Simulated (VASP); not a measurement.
# Ga: single point with PBEsol

Ga:

```xyz
4
Lattice="2.2350 -3.7987 0.0000 2.2350 3.7987 0.0000 0.0000 0.0000 4.0408" Properties=species:S:1:pos:R:3 pbc="T T T"
Ga    2.2350    2.6141    0.3364
Ga    2.2350   -1.1845    1.6840
Ga    2.2350   -2.6141    3.7044
Ga    2.2350    1.1845    2.3568
```

This cell differs from its parent crystal: engineering shear strain xz +0.0000, normal strain along z -0.1000.

| Quantity | Value |
| --- | --- |
| Program | VASP 6.6.1 |
| Task | single point |
| Functional | PBEsol |
| Potentials or basis | VASP PAW PBE potentials, release 64 (Ga_d) |
| Cutoff | 520 eV |
| k mesh | 10 × 10 × 10 |
| Occupations | gaussian, width 0.15 eV |
| Spin | no spin polarisation |
| Dipole correction | no |
| Further INCAR settings | ALGO = Fast; EDIFF = 1e-06; NBANDS = 34 |

```yaml
Pressure: 9.3 GPa
Largest_force: 0.617 eV/Å
Band_gap_on_the_k_mesh: zero (bands 26 and 27 overlap by 1.96 eV)
```

Forces on the atoms (eV/Å):
```
Ga   0.000  0.604 -0.125
Ga   0.000  0.604  0.125
Ga   0.000 -0.604  0.125
Ga   0.000 -0.604 -0.125
```

Stress tensor (GPa, compression positive):
```
 7.73  0.00  0.00
 0.00  3.90  0.00
 0.00  0.00 16.18
```

Levels at points of the mesh, in eV from the Fermi level:
| k point | band 24 | band 25 | band 26 | band 27 | band 28 | band 29 |
| --- | --- | --- | --- | --- | --- | --- |
| (0.00, 0.00, 0.00) | -2.52 | -2.43 | -1.37 | 0.50 | 0.58 | 0.76 |
| (0.50, 0.00, 0.00) | -3.74 | -0.77 | -0.77 | 1.83 | 1.83 | 4.91 |
| (0.50, 0.50, 0.00) | -4.11 | -1.00 | -0.48 | 1.56 | 2.11 | 4.37 |
| (0.00, 0.00, 0.50) | -0.33 | -0.27 | -0.27 | -0.11 | -0.11 | 2.01 |
| (0.50, 0.00, 0.50) | -6.74 | -1.90 | -1.90 | 0.42 | 0.42 | 7.69 |
| (0.50, 0.50, 0.50) | -5.54 | -1.53 | -1.53 | -1.39 | -1.39 | 7.87 |

Wall time 3.3 min on 1 thread of Intel(R) Xeon(R) 6975P-C (Granite Rapids) (shared host), peak memory 0.41 GiB.

Caveat: the cell differs from its parent crystal (engineering shear strain xz +0.0000, normal strain along z -0.1000); the stress differs along the axes, from 4 to 16 GPa; the PAW data sets were made with another functional, which shifts forces and pressure a little.
